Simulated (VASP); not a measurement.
Write the native input for VASP 6.6.1 that does the following.

```yaml
Task: electric field gradients
Functional: r2SCAN
Potentials_or_basis: VASP PAW PBE potentials, release 64 (Fe)
Cutoff: 580 eV
k_mesh: 16 × 16 × 16
Occupations: fermi-dirac, width 0.08 eV
Spin: collinear spin, ferromagnetic start
Starting_moments: "[3.0] μB"
Dipole_correction: no
Further_INCAR_settings: ALGO = Normal; EDIFF = 1e-08; NBANDS = 14
```

The system is Fe.

```
Fe
1.0
    -1.45959    1.45959    1.45959
     1.45959   -1.45959    1.45959
     1.45959    1.45959   -1.45959
Fe
1
Direct
  0.00000 0.00000 0.00000
```

This cell differs from its parent crystal: volume scaled by 1.06.

These files were run (other wordings do the same):

POSCAR

```
Fe
1.0
   -1.4595938529      1.4595938529      1.4595938529
    1.4595938529     -1.4595938529      1.4595938529
    1.4595938529      1.4595938529     -1.4595938529
Fe
1
Direct
    0.0000000000      0.0000000000      0.0000000000
```

INCAR.step1

```
SYSTEM = Fe
ALGO = Normal
EDIFF = 1E-5
ENCUT = 580
GGA = PE
GGA_COMPAT = .FALSE.
ISMEAR = -1
ISPIN = 2
LASPH = .TRUE.
LCHARG = .FALSE.
LMAXMIX = 4
LREAL = .FALSE.
LWAVE = .TRUE.
MAGMOM = 3
NBANDS = 14
NELM = 200
PREC = Accurate
SIGMA = 0.08
```

INCAR.step2

```
SYSTEM = Fe
ALGO = Normal
EDIFF = 1E-8
ENCUT = 580
GGA_COMPAT = .FALSE.
ISIF = 2
ISMEAR = -1
ISPIN = 2
ISTART = 1
LASPH = .TRUE.
LCHARG = .FALSE.
LEFG = .TRUE.
LMAXMIX = 4
LMIXTAU = .TRUE.
LORBIT = 11
LREAL = .FALSE.
LWAVE = .FALSE.
MAGMOM = 3
METAGGA = R2SCAN
NBANDS = 14
NELM = 200
PREC = Accurate
SIGMA = 0.08
```

KPOINTS

```
k-points
0
G
  16 16 16
  0 0 0
```

Potentials or basis: VASP PAW PBE potentials, release 64 (Fe).

Run with:

```bash
$ cat potpaw_PBE.64/Fe/POTCAR > POTCAR
$ cp INCAR.step1 INCAR
$ mpirun -np 1 vasp_std > vasp.out
$ cp INCAR.step2 INCAR
$ mpirun -np 1 vasp_std > vasp.out
```

It gave:

```json
{"Pressure": "-8.5 GPa", "Net moment": "2.72 μB per cell", "Site moments": "Fe +2.80 μB", "Valence electrons inside the program's atomic spheres": "Fe 7.09"}
```

Caveat: without QUAD_EFG the Cq values of the log hold for a quadrupole moment of 1 mb, not for the nuclei; the PAW data sets were made with another functional, which shifts forces and pressure a little.

Run time: 6.2 min on 1 thread of Intel Xeon 8259CL, on a shared host, peak memory 0.17 GiB.
